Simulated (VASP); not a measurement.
Wanted: the native input for a VASP 6.6.1 run.

```
Task                    : density of states
Functional              : PBE
Potentials or basis     : VASP PAW PBE potentials, release 64 (Si)
Cutoff                  : 520 eV
k mesh                  : 5 × 5 × 5
Occupations             : fermi-dirac, width 0.05 eV
Spin                    : no spin polarisation
Dipole correction       : no
k mesh for the DOS      : 8 × 8 × 8
Occupations for the DOS : tetrahedron
Further INCAR settings  : ALGO = Normal; EDIFF = 1e-06
```

The system is Si.

```
CELL_PARAMETERS angstrom
3.98430 -2.38795 0.00000
3.98430 2.38795 0.00000
0.00000 0.00000 4.75460
ATOMIC_POSITIONS crystal
Si 0.82800 0.17200 0.32800
Si 0.67200 0.32800 0.82800
Si 0.17200 0.82800 0.67200
Si 0.32800 0.67200 0.17200
Si 0.21900 0.21900 0.00000
Si 0.28100 0.28100 0.50000
Si 0.78100 0.78100 0.00000
Si 0.71900 0.71900 0.50000
```

One way to write it, as run:

POSCAR

```
Si
1.0
    3.9843000000     -2.3879500000      0.0000000000
    3.9843000000      2.3879500000      0.0000000000
    0.0000000000      0.0000000000      4.7546000000
Si
8
Direct
    0.8280000000      0.1720000000      0.3280000000
    0.6720000000      0.3280000000      0.8280000000
    0.1720000000      0.8280000000      0.6720000000
    0.3280000000      0.6720000000      0.1720000000
    0.2190000000      0.2190000000      0.0000000000
    0.2810000000      0.2810000000      0.5000000000
    0.7810000000      0.7810000000      0.0000000000
    0.7190000000      0.7190000000      0.5000000000
```

INCAR.step1

```
  PREC = Accurate
  ENCUT = 520
  EDIFF = 1E-6
  ISMEAR = -1
  SIGMA = 0.05
  LREAL = F
  LASPH = T
  NELM = 60
  ALGO = Normal
  ISIF = 2
  LWAVE = F
  LCHARG = T
  GGA = PE
  NBANDS = 26
```

KPOINTS.step1

```
Automatic mesh
0
Gamma
  5 5 5
```

INCAR.step2

```
  PREC = Accurate
  ENCUT = 520
  EDIFF = 1E-6
  ISMEAR = -5
  SIGMA = 0.05
  LREAL = F
  LASPH = T
  NELM = 60
  ALGO = Normal
  ISIF = 2
  LWAVE = F
  LCHARG = F
  GGA = PE
  LORBIT = 10
  NEDOS = 2001
  ICHARG = 11
```

KPOINTS.step2

```
Automatic mesh
0
Gamma
  8 8 8
```

Potentials or basis: VASP PAW PBE potentials, release 64 (Si).

Command:

```sh
$ cat potpaw_PBE.64/Si/POTCAR > POTCAR
$ cp INCAR.step1 INCAR
$ cp KPOINTS.step1 KPOINTS
$ mpirun -np 1 vasp_std > vasp.out
$ cp INCAR.step2 INCAR
$ cp KPOINTS.step2 KPOINTS
$ mpirun -np 1 vasp_std > vasp.out
```

Results of the run:

```json
{
 "Valence electrons inside the program's atomic spheres": "Si 1.69, 1.70"
}
```

Caveat: the bands computed are all filled at some k points, so no gap is given.

It took 50 s on 1 thread of Intel(R) Xeon(R) 6975P-C (Granite Rapids), on a shared host, peak memory 0.27 GiB.
